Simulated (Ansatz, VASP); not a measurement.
Cu: VASP beside Ansatz

```
Cu
1.0
     0.00000    1.70293    1.83967
     1.70293    0.00000    1.83967
     1.70293    1.70293    0.00000
Cu
1
Direct
  0.00000 0.00000 0.00000
```

Alike in both runs: task single point; functional PBE; k mesh 24 × 24 × 24; occupations gaussian, width 0.15 eV; no spin polarisation.

|  | VASP | Ansatz |
| --- | --- | --- |
| version | VASP 6.6.1 | Ansatz 0.2.0 |
| potentials or method | VASP PAW PBE potentials, release 64 (Cu), cutoff 520 eV | scalar-relativistic, plane waves, PAW |
| valence electrons in the cell | 11 | 19 |

```csv
,VASP,Ansatz,Ansatz less VASP
gap on the k mesh at the Fermi level (eV),none,none,-
pressure (GPa),22.2,21.5,-0.66
"traceless stress, the component that is largest in VASP (GPa)",-5.33,-5.35,-0.021
```

A gap of «none» marks a metal or a gap that the smearing closes. VASP's potentials hold 11 valence electrons a cell and Ansatz's 19, so a difference there can come from the potentials and not from the codes.
